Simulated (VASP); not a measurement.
# SnSe (Fm-3m) in VASP: further runs, part 2 of 2

VASP 6.6.1. Earlier steps stand in the parts before.

### 7 Single point, PBE

The input, INCAR:

```
SYSTEM = SnSe
PREC = Accurate ; ENCUT = 500
EDIFF = 1E-6 ; ISMEAR = 0
SIGMA = 0.01 ; LREAL = .FALSE.
LASPH = .TRUE. ; NELM = 120
ALGO = Normal ; ISIF = 2
LWAVE = .FALSE. ; LCHARG = .FALSE.
GGA = PE ; NBANDS = 17
GGA_COMPAT = .FALSE.
```

The input, KPOINTS:

```
regular mesh
0
G
  8 8 8
  0 0 0
```

The input, POSCAR:

```
SnSe
1.0
    0.0000000000      3.0100000000      3.0100000000
    3.0100000000      0.0000000000      3.0100000000
    3.0100000000      3.0100000000      0.0000000000
Sn Se
1 1
Direct
    0.0000000000      0.0000000000      0.0000000000
    0.5000000000      0.5000000000      0.5000000000
```

Potentials or basis: VASP PAW PBE potentials, release 64 (Sn_d, Se).

On the command line:

```
cat potpaw_PBE.64/Sn_d/POTCAR potpaw_PBE.64/Se/POTCAR > POTCAR
mpirun -np 1 vasp_std > vasp.out
```

OUTCAR:

```text
SYSTEM = SnSe
   PREC = Accurate
   ENCUT = 500
   EDIFF = 1E-6
   ISMEAR = 0
   LREAL = .FALSE.
   LASPH = .TRUE.
   NELM = 120
   ISIF = 2
   GGA = PE

 ion  position               nearest neighbor table
   1  0.000  0.000  0.000-   2 3.01   2 3.01   2 3.01   2 3.01   2 3.01   2 3.01
   2  0.500  0.500  0.500-   1 3.01   1 3.01   1 3.01   1 3.01   1 3.01   1 3.01

  LATTYP: Found a face centered cubic cell.
 ALAT       =     6.0200000000

  Lattice vectors:

 A1 = (   0.0000000000,   3.0100000000,   3.0100000000)
 A2 = (   3.0100000000,   0.0000000000,   3.0100000000)
 A3 = (   3.0100000000,   3.0100000000,   0.0000000000)

Analysis of symmetry for initial positions (statically):
=====================================================================
 Subroutine PRICEL returns:
 Original cell was already a primitive cell.

 Routine SETGRP: Setting up the symmetry group for a
 face centered cubic supercell.

 Subroutine GETGRP returns: Found 48 space group operations
 (whereof 48 operations were pure point group operations)
 out of a pool of 48 trial point group operations.

The static configuration has the point symmetry O_h .

Analysis of symmetry for dynamics (positions and initial velocities):
=====================================================================
 Subroutine PRICEL returns:
 Original cell was already a primitive cell.

 Routine SETGRP: Setting up the symmetry group for a
 face centered cubic supercell.

 Subroutine GETGRP returns: Found 48 space group operations
 (whereof 48 operations were pure point group operations)
 out of a pool of 48 trial point group operations.

The dynamic configuration has the point symmetry O_h .

 Subroutine INISYM returns: Found 48 space group operations
 (whereof 48 operations are pure point group operations),
 and found     1 'primitive' translations

----------------------------------------------------------------------------------------

                                     Primitive cell
[... 110 lines left out ...]
     AMIX     =   0.40;   BMIX     =  1.00
     AMIX_MAG =   1.60;   BMIX_MAG =  1.00
  volume/ion in A,a.u.               =      27.27       184.03
  Fermi-wavevector in a.u.,A,eV,Ry     =   1.171768  2.214321 18.681350  1.373040
  Thomas-Fermi vector in A             =   2.308207
   LORBIT       =      0    0 simple, 1 ext, 2 COOP (PROOUT), +10 PAW based schemes
   GGA     = PE    functional components
   LHFCALC =     F    Hartree Fock is set to
   AEXX    =    0.0000 exact exchange contribution
   IVDW    =     0    specifies the selected vdW correction
   LEPSILON=     F    determine dielectric tensor
   LRPA    =     F    only Hartree local field effects (RPA)
 non-spin polarized calculation
 Gauss-broadening in eV      SIGMA  =   0.01
  energy-cutoff  :      500.00
  volume of cell :       54.54
 maximum number of plane-waves:      1411
   NGX = 15   NGY = 15   NGZ = 15

 number of electron      20.0000005 magnetization

 Free energy of the ion-electron system (eV)
  ---------------------------------------------------
  ext. energy  EPLUGINS =         0.00000000
  ---------------------------------------------------
  free energy    TOTEN  =        -8.21893911 eV

  energy without entropy =       -8.21893911  energy(sigma->0) =       -8.21893911

 E-fermi :   5.7258     XC(G=0):  -9.5996

 val. band max:        5.5841018977   @ k =   0.5000   0.0000   0.0000
 cond. band min:       6.1661342239   @ k =   0.5000   0.0000   0.0000
 fundamental gap:      0.5820323262
 Fermi energy:         5.7257544292

 k-point     1 :       0.0000    0.0000    0.0000
  band No.  band energies     occupation
      1     -16.0187      2.00000
      2     -16.0187      2.00000
      3     -16.0187      2.00000
      4     -16.0165      2.00000
      5     -16.0165      2.00000
      6      -8.2797      2.00000
[... 457 lines left out ...]
      4     -16.0097      2.00000
      5     -16.0046      2.00000
      6      -7.2022      2.00000
[... 9 lines left out ...]
     16      16.3816      0.00000
     17      16.4646      0.00000

 [... further k-points ...]

------------------------ aborting loop because EDIFF is reached ----------------------------------------

  FORCE on cell =-STRESS in cart. coord.  units (eV):
  Direction    XX          YY          ZZ          XY          YZ          ZX
  --------------------------------------------------------------------------------------
  -------------------------------------------------------------------------------------
  Total        0.3101761      0.3101761      0.3101761      0.0000000      0.0000000     -0.0000000
  in kB        9.1114918      9.1114918      9.1114918      0.0000000      0.0000000     -0.0000000
  external PRESSURE =       9.1114918 kB  Pullay stress =       0.0000000 kB

 VOLUME and BASIS-vectors are now :
 -----------------------------------------------------------------------------
  energy-cutoff  :      500.00
  volume of cell :       54.54
      direct lattice vectors                 reciprocal lattice vectors
     0.000000000  3.010000000  3.010000000    -0.166112957  0.166112957  0.166112957
     3.010000000  0.000000000  3.010000000     0.166112957 -0.166112957  0.166112957
     3.010000000  3.010000000  0.000000000     0.166112957  0.166112957 -0.166112957

 POSITION                                       TOTAL-FORCE (eV/Angst)
 -----------------------------------------------------------------------------------
      0.00000      0.00000      0.00000        -0.000000     -0.000000     -0.000000
      3.01000      3.01000      3.01000         0.000000      0.000000      0.000000
 -----------------------------------------------------------------------------------
    total drift:                                0.000000     -0.000000     -0.000000

  FREE ENERGIE OF THE ION-ELECTRON SYSTEM (eV)
  ---------------------------------------------------
  free  energy   TOTEN  =        -8.2189391074 eV

  energy  without entropy=       -8.2189391074  energy(sigma->0) =       -8.21893911
```

OSZICAR:

```text
N       E                     dE             d eps       ncg     rms          rms(c)
DAV:   1     0.132375937854E+03    0.13238E+03   -0.95593E+03   994   0.139E+03
DAV:   2     0.397428668296E+01   -0.12840E+03   -0.12501E+03  1084   0.347E+02
DAV:   3    -0.808978379334E+01   -0.12064E+02   -0.11993E+02  1183   0.923E+01
DAV:   4    -0.839345213794E+01   -0.30367E+00   -0.30343E+00  1180   0.157E+01
DAV:   5    -0.840221291153E+01   -0.87608E-02   -0.87603E-02  1384   0.263E+00    0.307E+00
DAV:   6    -0.821811336317E+01    0.18410E+00   -0.45725E-01  1412   0.387E+00    0.183E+00
DAV:   7    -0.821686620035E+01    0.12472E-02   -0.80583E-02  1142   0.126E+00    0.914E-01
DAV:   8    -0.821906742901E+01   -0.22012E-02   -0.87108E-03  1174   0.821E-01    0.125E-01
DAV:   9    -0.821886038891E+01    0.20704E-03   -0.13700E-03  1443   0.303E-01    0.511E-02
DAV:  10    -0.821893338452E+01   -0.72996E-04   -0.17099E-04  1124   0.735E-02    0.116E-02
DAV:  11    -0.821893878727E+01   -0.54028E-05   -0.17386E-05  1333   0.363E-02    0.256E-03
DAV:  12    -0.821893910742E+01   -0.32015E-06   -0.13233E-06  1068   0.114E-02
   1 F= -.82189391E+01 E0= -.82189391E+01  d E =-.317043E-91
```

stdout:

```text
POSCAR found type information on POSCAR SnSe
 POSCAR found :  2 types and       2 ions
 scaLAPACK will be used
 LDA part: xc-table for (Slater+PW92), standard interpolation
 POSCAR, INCAR and KPOINTS ok, starting setup
 FFT: planning ... GRIDC
 FFT: planning ... GRID_SOFT
 FFT: planning ... GRID
 WAVECAR not read
 entering main loop
```

Wall time 24 s (1 thread of Intel Xeon 8259CL, shared host); peak memory 0.18 GiB.

What came out:

```yaml
Free_energy: -8.2189 eV
Pressure: 0.9 GPa
Band_gap_on_the_k_mesh: 0.58 eV
```

Caveat: semilocal functionals underestimate gaps, and a narrow one can read as zero; spin-orbit coupling is left out, which moves the levels of the heavy elements. A k mesh can miss the band edges.

### 8 Overview

```csv
k mesh,gap on the mesh (eV),pressure (GPa)
2 × 2 × 2,0.63,-0.7
3 × 3 × 3,-,-0.6
4 × 4 × 4,0.57,-0.4
5 × 5 × 5,-,0.7
7 × 7 × 7,-,1.0
8 × 8 × 8,0.58,0.9
```

Alike in all rows: task single point; level PBE; potentials or basis VASP PAW PBE potentials, release 64 (Sn_d, Se); no spin polarisation; cell as given; cutoff (eV) 500; smearing gaussian 0.01 eV.

Caveats: some runs use coarse meshes; spin-orbit coupling is left out, which moves the levels of the heavy elements; semilocal functionals underestimate gaps, and a narrow one can read as zero (at least some runs).

Total energies depend on the potentials used, so only differences within one code and one set of settings carry meaning.
